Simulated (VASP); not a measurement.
# Na2Zr (Fd-3m) in VASP: notebook, part 2 of 3

VASP 6.6.1. Earlier steps stand in the parts before.

## Step 4: Relaxation of cell and atoms, PBE

Contents of INCAR:

```
SYSTEM = Na2Zr
ALGO     = Normal         ! electronic algorithm
EDIFF    = 1E-6           ! SCF threshold, eV
EDIFFG   = -0.04          ! ionic threshold
ENCUT    = 600            ! plane-wave cutoff, eV
GGA      = PE             ! functional
IBRION   = 2              ! ionic algorithm
ISIF     = 3              ! what is computed and relaxed
ISMEAR   = 0              ! smearing method
LASPH    = .True.         ! aspherical terms in the spheres
LCHARG   = .False.        ! write CHGCAR
LREAL    = .False.        ! projectors in reciprocal space
LWAVE    = .False.        ! write WAVECAR
NELM     = 60             ! most SCF steps
NSW      = 90             ! ionic steps
PREC     = Accurate       ! precision mode
SIGMA    = 0.1            ! smearing width, eV
```

Contents of KPOINTS:

```
k-points
0
Gamma
  4 4 4
  0 0 0
```

Contents of POSCAR:

```
Na2Zr
1.0
    0.0000000000      3.8747957140      3.8747957140
    3.8747957140      0.0000000000      3.8747957140
    3.8747957140      3.8747957140      0.0000000000
Na Zr
4 2
Direct
    0.6250000000      0.6250000000      0.6250000000
    0.1250000000      0.6250000000      0.6250000000
    0.6250000000      0.6250000000      0.1250000000
    0.6250000000      0.1250000000      0.6250000000
    0.0000000000      0.0000000000      0.0000000000
    0.2500000000      0.2500000000      0.2500000000
```

Potentials or basis: VASP PAW PBE potentials, release 64 (Na_pv, Zr_sv).

On the command line:

```
$ cat potpaw_PBE.64/Na_pv/POTCAR potpaw_PBE.64/Zr_sv/POTCAR > POTCAR
$ mpirun -np 1 vasp_std > vasp.out
```

OUTCAR:

```text
SYSTEM = Na2Zr
   EDIFF = 1E-6
   EDIFFG = -0.04
   ENCUT = 600
   GGA = PE
   IBRION = 2
   ISIF = 3
   ISMEAR = 0
   LASPH = .True.
   LREAL = .False.
   NELM = 60
   NSW = 90
   PREC = Accurate

 ion  position               nearest neighbor table
   1  0.625  0.625  0.625-   2 2.74   3 2.74   4 2.74   3 2.74   4 2.74   2 2.74   6 3.21   5 3.21
                             6 3.21   5 3.21   6 3.21   5 3.21
   2  0.125  0.625  0.625-   1 2.74   3 2.74   4 2.74   1 2.74   3 2.74   4 2.74   5 3.21   6 3.21
                             5 3.21   5 3.21   6 3.21   6 3.21
   3  0.625  0.625  0.125-   1 2.74   1 2.74   2 2.74   4 2.74   4 2.74   2 2.74   6 3.21   5 3.21
                             6 3.21   5 3.21   6 3.21   5 3.21
   4  0.625  0.125  0.625-   1 2.74   3 2.74   1 2.74   2 2.74   3 2.74   2 2.74   5 3.21   6 3.21
                             5 3.21   6 3.21   6 3.21   5 3.21
   5  0.000  0.000  0.000-   1 3.21   3 3.21   4 3.21   1 3.21   2 3.21   3 3.21   1 3.21   2 3.21
                             4 3.21   2 3.21   3 3.21   4 3.21   6 3.36   6 3.36   6 3.36   6 3.36
   6  0.250  0.250  0.250-   2 3.21   3 3.21   4 3.21   1 3.21   2 3.21   4 3.21   1 3.21   2 3.21
[... 192 lines left out ...]
      2     -43.2077      2.00000
      3     -21.3717      2.00000
      4     -21.3717      2.00000
      5     -21.3717      2.00000
      6     -21.2098      2.00000
[... 380 lines left out ...]
--------------------------------------- Ionic step        4  -------------------------------------------

 number of electron      51.9999994 magnetization

 Free energy of the ion-electron system (eV)
  ---------------------------------------------------
  ext. energy  EPLUGINS =         0.00000000
  ---------------------------------------------------
  free energy    TOTEN  =       -17.59904070 eV

  energy without entropy =      -17.49328269  energy(sigma->0) =      -17.54616169

 E-fermi :   3.4076     XC(G=0):  -8.6563

 val. band max:        3.3984688790   @ k =  -0.2500   0.2500   0.0000
 cond. band min:       3.4193730898   @ k =   0.5000   0.2500   0.0000
 fundamental gap:      0.0209042108
 Fermi energy:         3.4076383405

 k-point     1 :       0.0000    0.0000    0.0000
  band No.  band energies     occupation
      1     -46.1337      2.00000
      2     -46.1201      2.00000
      3     -24.1242      2.00000
      4     -24.1242      2.00000
      5     -24.1242      2.00000
      6     -24.0637      2.00000
[... 294 lines left out ...]
  FREE ENERGIE OF THE ION-ELECTRON SYSTEM (eV)
  ---------------------------------------------------
  free  energy   TOTEN  =       -17.5990406961 eV

  energy  without entropy=      -17.4932826887  energy(sigma->0) =      -17.54616169

 reached required accuracy - stopping structural energy minimisation
```

OSZICAR:

```text
N       E                     dE             d eps       ncg     rms          rms(c)
DAV:   1     0.713571867605E+03    0.71357E+03   -0.29654E+04   496   0.222E+03
DAV:   2     0.469754767461E+02   -0.66660E+03   -0.65599E+03   520   0.610E+02
DAV:   3    -0.114948568133E+02   -0.58470E+02   -0.57524E+02   715   0.186E+02
[... 44 lines left out ...]
DAV:   6    -0.175991256816E+02   -0.35698E-03   -0.93339E-04   682   0.124E-01    0.566E-02
DAV:   7    -0.175990393640E+02    0.86318E-04   -0.52219E-04   786   0.117E-01    0.106E-02
DAV:   8    -0.175990430297E+02   -0.36656E-05   -0.21200E-05   559   0.187E-02    0.911E-03
DAV:   9    -0.175990413072E+02    0.17225E-05   -0.92973E-06   628   0.118E-02    0.469E-03
DAV:  10    -0.175990406961E+02    0.61112E-06   -0.74735E-07   318   0.492E-03
   4 F= -.17599041E+02 E0= -.17546162E+02  d E =-.142222E+01
```

CONTCAR:

```text
Na2Zr
   1.00000000000000
     0.0000000000000000    4.2731044219834287    4.2731044219834287
     4.2731044219834287    0.0000000000000000    4.2731044219834287
     4.2731044219834287    4.2731044219834287    0.0000000000000000
  Na              Zr
     4     2
Direct
     0.6250000000000000    0.6250000000000000    0.6250000000000000
     0.1250000000000000    0.6250000000000000    0.6250000000000000
     0.6250000000000000    0.6250000000000000    0.1250000000000000
     0.6250000000000000    0.1250000000000000    0.6250000000000000
     0.0000000000000000    0.0000000000000000    0.0000000000000000
     0.2500000000000000    0.2500000000000000    0.2500000000000000

  0.00000000E+00  0.00000000E+00  0.00000000E+00
  0.00000000E+00  0.00000000E+00  0.00000000E+00
  0.00000000E+00  0.00000000E+00  0.00000000E+00
  0.00000000E+00  0.00000000E+00  0.00000000E+00
  0.00000000E+00  0.00000000E+00  0.00000000E+00
  0.00000000E+00  0.00000000E+00  0.00000000E+00
```

Wall time 94 s (1 thread of Intel Xeon 6975P-C (Granite Rapids), shared host); peak memory 0.33 GiB.

Results:

```
Free energy                           : -17.5990 eV
Relaxed volume                        : 26.01 Å³/atom
Relaxed cell                          : a = 6.043 Å, b = 6.043 Å, c = 6.043 Å, α = 60.00°, β = 60.00°, γ = 60.00°
Space group after relaxing (to 0.1 Å) : Fd-3m (No. 227)
Energy gained by relaxing             : 237.0 meV/atom
Ionic steps                           : 4
Pressure after relaxing               : 0.0 GPa
Band gap on the k mesh                : zero (bands 26 and 27 overlap by 0.13 eV)
```

Step by step:
```
step  energy change (eV)  largest force (eV/Å)  pressure (GPa)  volume (Å³)
   1              0.0000                0.0000           14.49       116.35
   2             -1.3869                0.0000            1.56       148.44
   3             -1.4189                0.0000           -0.45       158.43
   4             -1.4222                0.0000            0.00       156.05
```

Final structure:
```yaml
crystal:
  lattice:
    - [0.00000, 4.27310, 4.27310]
    - [4.27310, 0.00000, 4.27310]
    - [4.27310, 4.27310, 0.00000]
  atoms:
    - { symbol: Na, position: [0.62500, 0.62500, 0.62500] }
    - { symbol: Na, position: [0.12500, 0.62500, 0.62500] }
    - { symbol: Na, position: [0.62500, 0.62500, 0.12500] }
    - { symbol: Na, position: [0.62500, 0.12500, 0.62500] }
    - { symbol: Zr, position: [0.00000, 0.00000, 0.00000] }
    - { symbol: Zr, position: [0.25000, 0.25000, 0.25000] }
```

Levels at points of the mesh, in eV from the Fermi level:
| k point | band 24 | band 25 | band 26 | band 27 | band 28 | band 29 |
| --- | --- | --- | --- | --- | --- | --- |
| (0.00, 0.00, 0.00) | -0.30 | -0.30 | -0.30 | 0.08 | 0.08 | 0.08 |
| (0.50, 0.00, 0.00) | -0.63 | -0.43 | -0.06 | -0.06 | 0.62 | 0.62 |
| (0.50, 0.50, 0.00) | -1.31 | 0.04 | 0.04 | 0.08 | 0.08 | 0.68 |

Caveat: the volume moved by over 15 % at a fixed basis, so the end points are rough.

(Continued in part 3 of 3.)
